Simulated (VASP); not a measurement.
# NaCl in VASP: notebook

The runs below take NaCl through single point, with PBE.

Program: VASP 6.6.1. These are calculated values, not measurements. Logs are shortened: lines on timing, memory, paths and dates and some standing lists are left out, and cuts for length are marked.

**1. The cell of the first run**

Symmetry: P4/mmm, No. 123, tetragonal system. The conventional cell has a = 3.664 Å, b = 3.664 Å, c = 3.460 Å, α = 90.00°, β = 90.00°, γ = 90.00°. Na (site symmetry 4/mmm) has 8 Cl at 3.12 Å and 6 Na at 3.46 to 3.66 Å within 4.1 Å. Cl (site symmetry 4/mmm) has 8 Na at 3.12 Å and 6 Cl at 3.46 to 3.66 Å within 4.1 Å.

**2. Single point, PBE (biaxial xy strain +5.9%)**

Contents of INCAR:

```
SYSTEM = NaCl
PREC     = Accurate       ! precision mode
ENCUT    = 520            ! plane-wave cutoff, eV
EDIFF    = 1E-6           ! SCF threshold, eV
ISMEAR   = -1             ! smearing method
SIGMA    = 0.02           ! smearing width, eV
LREAL    = .FALSE.        ! projectors in reciprocal space
LASPH    = .TRUE.         ! aspherical terms in the spheres
NELM     = 80             ! most SCF steps
ALGO     = Normal         ! electronic algorithm
ISIF     = 2              ! what is computed and relaxed
LWAVE    = .FALSE.        ! write WAVECAR
LCHARG   = .FALSE.        ! write CHGCAR
GGA      = PE             ! functional
NBANDS   = 14             ! bands
```

Contents of KPOINTS:

```
Automatic mesh
0
G
  8 8 8
  0 0 0
```

Contents of POSCAR:

```
NaCl
1.0
    3.6640050255      0.0000000000      0.0000000000
    0.0000000000      3.6640050255      0.0000000000
    0.0000000000      0.0000000000      3.4595458649
Na Cl
1 1
Direct
    0.0000000000      0.0000000000      0.0000000000
    0.5000000000      0.5000000000      0.5000000000
```

Potentials or basis: VASP PAW PBE potentials, release 64 (Na_pv, Cl).

Run with:

```sh
cat potpaw_PBE.64/Na_pv/POTCAR potpaw_PBE.64/Cl/POTCAR > POTCAR
mpirun -np 1 vasp_std > vasp.out
```

OUTCAR:

```text
SYSTEM = NaCl
   PREC = Accurate
   ENCUT = 520
   EDIFF = 1E-6
   ISMEAR = -1
   LREAL = .FALSE.
   LASPH = .TRUE.
   NELM = 80
   ISIF = 2
   GGA = PE

 ion  position               nearest neighbor table
   1  0.000  0.000  0.000-
   2  0.500  0.500  0.500-

  LATTYP: Found a simple tetragonal cell.
 ALAT       =     3.6640050255
 C/A-ratio  =     0.9441979039

  Lattice vectors:

 A1 = (   3.6640050255,   0.0000000000,   0.0000000000)
 A2 = (   0.0000000000,   3.6640050255,   0.0000000000)
 A3 = (   0.0000000000,   0.0000000000,   3.4595458649)

Analysis of symmetry for initial positions (statically):
=====================================================================
 Subroutine PRICEL returns:
 Original cell was already a primitive cell.

 Routine SETGRP: Setting up the symmetry group for a
 simple tetragonal supercell.

 Subroutine GETGRP returns: Found 16 space group operations
 (whereof 16 operations were pure point group operations)
 out of a pool of 16 trial point group operations.

The static configuration has the point symmetry D_4h.

Analysis of symmetry for dynamics (positions and initial velocities):
=====================================================================
 Subroutine PRICEL returns:
 Original cell was already a primitive cell.

 Routine SETGRP: Setting up the symmetry group for a
 simple tetragonal supercell.

 Subroutine GETGRP returns: Found 16 space group operations
 (whereof 16 operations were pure point group operations)
 out of a pool of 16 trial point group operations.

The dynamic configuration has the point symmetry D_4h.

 Subroutine INISYM returns: Found 16 space group operations
 (whereof 16 operations are pure point group operations),
 and found     1 'primitive' translations

----------------------------------------------------------------------------------------

                                     Primitive cell

  volume of cell :      46.4442

  direct lattice vectors                    reciprocal lattice vectors
     3.664005025  0.000000000  0.000000000     0.272925390  0.000000000  0.000000000
     0.000000000  3.664005025  0.000000000     0.000000000  0.272925390  0.000000000
     0.000000000  0.000000000  3.459545865     0.000000000  0.000000000  0.289055280

  length of vectors
     3.664005025  3.664005025  3.459545865     0.272925390  0.272925390  0.289055280

  position of ions in fractional coordinates (direct lattice)
     0.000000000  0.000000000  0.000000000
     0.500000000  0.500000000  0.500000000

  ion indices of the primitive-cell ions
   primitive index   ion index
                 1           1
                 2           2

----------------------------------------------------------------------------------------

 KPOINTS: Automatic mesh

Automatic generation of k-mesh.
 Grid dimensions read from file:
 generate k-points for:    8    8    8

 Generating k-lattice:

  Cartesian coordinates                     Fractional coordinates (reciprocal lattice)
     0.034115674  0.000000000  0.000000000     0.125000000  0.000000000  0.000000000
     0.000000000  0.034115674  0.000000000     0.000000000  0.125000000  0.000000000
     0.000000000  0.000000000  0.036131910     0.000000000  0.000000000  0.125000000

  Length of vectors
     0.034115674  0.034115674  0.036131910

  Shift w.r.t. Gamma in fractional coordinates (k-lattice)
     0.000000000  0.000000000  0.000000000

 Subroutine IBZKPT returns following result:
 ===========================================

 Found     75 irreducible k-points:

 Following reciprocal coordinates:
            Coordinates               Weight
  0.000000  0.000000  0.000000      1.000000
  0.125000  0.000000  0.000000      4.000000
  0.250000  0.000000  0.000000      4.000000
  0.375000  0.000000  0.000000      4.000000
  0.500000  0.000000  0.000000      2.000000
  0.125000  0.125000  0.000000      4.000000
[... 16 lines left out ...]
  0.375000  0.125000  0.125000     16.000000
  0.500000  0.125000  0.125000      8.000000
 [... further k-points ...]
   k-points           NKPTS =     75   k-points in BZ     NKDIM =     75   number of bands    NBANDS=     14
   number of dos      NEDOS =    301   number of ions     NIONS =      2
   total plane-waves  NPLWV =  21952
   dimension x,y,z NGX =    28 NGY =   28 NGZ =   28
   dimension x,y,z NGXF=    56 NGYF=   56 NGZF=   56
   ions per type =               1   1
   NGX,Y,Z   is equivalent  to a cutoff of  12.70, 12.70, 13.46 a.u.
   NGXF,Y,Z  is equivalent  to a cutoff of  25.41, 25.41, 26.91 a.u.
 SYSTEM =  NaCl
   PREC   = accura    normal or accurate (medium, high low for compatibility)
   ISTART =      0    job   : 0-new  1-cont  2-samecut
   ICHARG =      2    charge: 1-file 2-atom 10-const
   ISPIN  =      1    spin polarized calculation?
   LNONCOLLINEAR =      F non collinear calculations
   LSORBIT =      F    spin-orbit coupling
   LASPH  =      T    aspherical Exc in radial PAW
   ENCUT  =  520.0 eV  38.22 Ry    6.18 a.u.   6.81  6.81  6.43*2*pi/ulx,y,z
   NELM   =     80;   NELMIN=  2; NELMDL= -5     # of ELM steps
   EDIFF  = 0.1E-05   stopping-criterion for ELM
   LREAL  =      F    real-space projection
   EDIFFG = 0.1E-04   stopping-criterion for IOM
   NSW    =      0    number of steps for IOM
   IBRION =     -1    ionic relax: 0-MD 1-quasi-New 2-CG
   NFREE  =      0    steps in history (QN), initial steepest desc. (CG)
   ISIF   =      2    stress and relaxation
   ISYM   =      2    0-nonsym 1-usesym 2-fastsym
   POTIM  = 0.5000    time-step for ionic-motion
   TEBEG  =    0.0;   TEEND  =   0.0 temperature during run
   PSTRESS=    0.0 pullay stress
   NELECT =      14.0000    total number of electrons
   NUPDOWN=      -1.0000    fix difference up-down
   EMIN   =  10.00;   EMAX   =-10.00  energy-range for DOS
   EFERMI =   0.00;   METHOD = LEGACY
   ISMEAR =    -1;   SIGMA  =   0.02  broadening in eV -4-tet -1-fermi 0-gaus
   EFERMI_NEDOS =   21; number of points for ismear=-14 and -15
   IALGO  =     38    algorithm
   IMIX   =      4    mixing-type and parameters
     AMIX     =   0.40;   BMIX     =  1.00
     AMIX_MAG =   1.60;   BMIX_MAG =  1.00
  volume/ion in A,a.u.               =      23.22       156.71
  Fermi-wavevector in a.u.,A,eV,Ry     =   1.097675  2.074305 16.393529  1.204890
  Thomas-Fermi vector in A             =   2.234039
   LORBIT       =      0    0 simple, 1 ext, 2 COOP (PROOUT), +10 PAW based schemes
   GGA     = PE    functional components
   LHFCALC =     F    Hartree Fock is set to
   AEXX    =    0.0000 exact exchange contribution
   IVDW    =     0    specifies the selected vdW correction
   LEPSILON=     F    determine dielectric tensor
   LRPA    =     F    only Hartree local field effects (RPA)
 non-spin polarized calculation
  energy-cutoff  :      520.00
  volume of cell :       46.44
 maximum number of plane-waves:      1280
 NGX is ok and might be reduce to    28
   NGX = 13   NGY = 13   NGZ = 13

 number of electron      14.0000005 magnetization

 Free energy of the ion-electron system (eV)
  ---------------------------------------------------
  ext. energy  EPLUGINS =         0.00000000
  ---------------------------------------------------
  free energy    TOTEN  =        -6.42969927 eV

  energy without entropy =       -6.42969927  energy(sigma->0) =       -6.42969927

 E-fermi :   0.6421     XC(G=0):  -8.1000

 val. band max:        0.1479216373   @ k =   0.5000   0.5000   0.0000
 cond. band min:       3.6174957885   @ k =   0.0000   0.0000   0.0000
 fundamental gap:      3.4695741512
 Fermi energy:         0.6421071279

 k-point     1 :       0.0000    0.0000    0.0000
  band No.  band energies     occupation
      1     -22.2801      2.00000
      2     -22.2684      2.00000
      3     -22.2684      2.00000
      4     -13.2062      2.00000
      5      -0.6497      2.00000
      6      -0.6497      2.00000
      7      -0.2019      2.00000
      8       3.6175      0.00000
      9       8.3080      0.00000
     10       8.8644      0.00000
     11      14.5561      0.00000
     12      14.5561      0.00000
     13      15.0104      0.00000
     14      15.5250      0.00000

 k-point     2 :       0.1250    0.0000    0.0000
  band No.  band energies     occupation
      1     -22.2798      2.00000
      2     -22.2721      2.00000
      3     -22.2681      2.00000
      4     -13.1706      2.00000
      5      -1.0561      2.00000
      6      -0.6228      2.00000
      7      -0.1781      2.00000
      8       4.0436      0.00000
      9       8.5341      0.00000
     10       9.0107      0.00000
     11      13.3806      0.00000
     12      14.2222      0.00000
     13      14.4050      0.00000
     14      15.9672      0.00000

 k-point     3 :       0.2500    0.0000    0.0000
  band No.  band energies     occupation
      1     -22.2809      2.00000
      2     -22.2791      2.00000
      3     -22.2673      2.00000
      4     -13.0824      2.00000
      5      -1.8356      2.00000
      6      -0.5565      2.00000
      7      -0.1193      2.00000
      8       4.9434      0.00000
      9       8.8390      0.00000
     10       9.3810      0.00000
     11      12.1984      0.00000
     12      13.2771      0.00000
     13      14.0970      0.00000
     14      15.2966      0.00000
[... 324 lines left out ...]
 k-point    23 :       0.3750    0.1250    0.1250
  band No.  band energies     occupation
      1     -22.2881      2.00000
      2     -22.2838      2.00000
      3     -22.2692      2.00000
      4     -12.9200      2.00000
      5      -2.3110      2.00000
      6      -0.7584      2.00000
      7      -0.4213      2.00000
      8       6.4427      0.00000
      9       8.3332      0.00000
     10       9.8028      0.00000
     11      11.2558      0.00000
     12      12.1856      0.00000
     13      13.9682      0.00000
     14      15.4349      0.00000

 k-point    24 :       0.5000    0.1250    0.1250
  band No.  band energies     occupation
      1     -22.2916      2.00000
      2     -22.2834      2.00000
      3     -22.2688      2.00000
      4     -12.8834      2.00000
      5      -2.5331      2.00000
      6      -0.7169      2.00000
      7      -0.3854      2.00000
      8       7.3071      0.00000
      9       7.4257      0.00000
     10       9.8773      0.00000
     11      11.1128      0.00000
     12      12.2542      0.00000
     13      14.0345      0.00000
     14      15.1888      0.00000

 [... further k-points ...]
[... 5 lines left out ...]
  --------------------------------------------------------------------------------------
  -------------------------------------------------------------------------------------
  Total       -0.8369982     -0.8369982      0.2879515      0.0000000     -0.0000000      0.0000000
  in kB      -28.8737958    -28.8737958      9.9334171      0.0000000     -0.0000000      0.0000000
  external PRESSURE =     -15.9380581 kB  Pullay stress =       0.0000000 kB

 VOLUME and BASIS-vectors are now :
 -----------------------------------------------------------------------------
  energy-cutoff  :      520.00
  volume of cell :       46.44
      direct lattice vectors                 reciprocal lattice vectors
     3.664005025  0.000000000  0.000000000     0.272925390  0.000000000  0.000000000
     0.000000000  3.664005025  0.000000000     0.000000000  0.272925390  0.000000000
     0.000000000  0.000000000  3.459545865     0.000000000  0.000000000  0.289055280

 POSITION                                       TOTAL-FORCE (eV/Angst)
 -----------------------------------------------------------------------------------
      0.00000      0.00000      0.00000         0.000000      0.000000      0.000000
      1.83200      1.83200      1.72977         0.000000      0.000000      0.000000
 -----------------------------------------------------------------------------------
    total drift:                               -0.000000      0.000000      0.000000

  FREE ENERGIE OF THE ION-ELECTRON SYSTEM (eV)
  ---------------------------------------------------
  free  energy   TOTEN  =        -6.4296992706 eV

  energy  without entropy=       -6.4296992706  energy(sigma->0) =       -6.42969927
```

It took 14 s on 1 thread of Intel Xeon 6975P-C (Granite Rapids), shared host; peak memory 0.17 GiB.

What came out:

- Free energy: -6.4297 eV
- Pressure: -1.6 GPa
- Band gap on the k mesh: 3.47 eV, indirect (least direct gap 3.82 eV)

Caveat: the cell differs from its parent crystal (biaxial xy strain +5.9%).

**3. Single point, PBE (shear xy strain +1.7%)**

Contents of INCAR:

```
SYSTEM = NaCl
ALGO = Normal
EDIFF = 1E-6
ENCUT = 520
GGA = PE
ISIF = 2
ISMEAR = -1
LASPH = .True.
LCHARG = .False.
LREAL = .False.
LWAVE = .False.
NBANDS = 14
NELM = 60
PREC = Accurate
SIGMA = 0.02
```

Contents of KPOINTS:

```
k-points
0
Gamma
  8 8 8
  0 0 0
```

Contents of POSCAR:

```
NaCl
1.0
    3.4595458649      0.0285412534      0.0000000000
    0.0285412534      3.4595458649      0.0000000000
    0.0000000000      0.0000000000      3.4595458649
Na Cl
1 1
Direct
    0.0000000000      0.0000000000      0.0000000000
    0.5000000000      0.5000000000      0.5000000000
```

Potentials or basis: VASP PAW PBE potentials, release 64 (Na_pv, Cl).

Run with:

```sh
cat potpaw_PBE.64/Na_pv/POTCAR potpaw_PBE.64/Cl/POTCAR > POTCAR
mpirun -np 1 vasp_std > vasp.out
```

Run time: 18 s. Hardware: 1 thread of Intel Xeon 6975P-C (Granite Rapids), shared host; peak memory 0.18 GiB.

Results (log left out):

- Free energy: -6.4628 eV
- Pressure: 1.1 GPa
- Band gap on the k mesh: 4.11 eV, indirect (least direct gap 4.60 eV)

Levels at points of the mesh, in eV from the valence-band top:
| k point | band 5 | band 6 | band 7 | band 8 | band 9 | band 10 |
| --- | --- | --- | --- | --- | --- | --- |
| (0.00, 0.00, 0.00) | -0.54 | -0.52 | -0.50 | 4.11 | 8.54 | 8.54 |
| (0.50, 0.00, 0.00) | -3.11 | -0.27 | -0.27 | 7.04 | 8.82 | 10.49 |
| (0.50, 0.50, 0.00) | -2.41 | -2.37 | 0.00 | 5.54 | 9.96 | 11.18 |
| (0.00, 0.00, 0.50) | -3.11 | -0.30 | -0.25 | 7.04 | 8.82 | 10.50 |
| (0.50, 0.00, 0.50) | -2.39 | -2.39 | 0.00 | 5.54 | 9.96 | 11.27 |
| (0.50, 0.50, 0.50) | -1.97 | -1.96 | -1.94 | 7.05 | 7.12 | 7.20 |

Caveat: the cell differs from its parent crystal (shear xy strain +1.7%). A k mesh can miss the band edges.
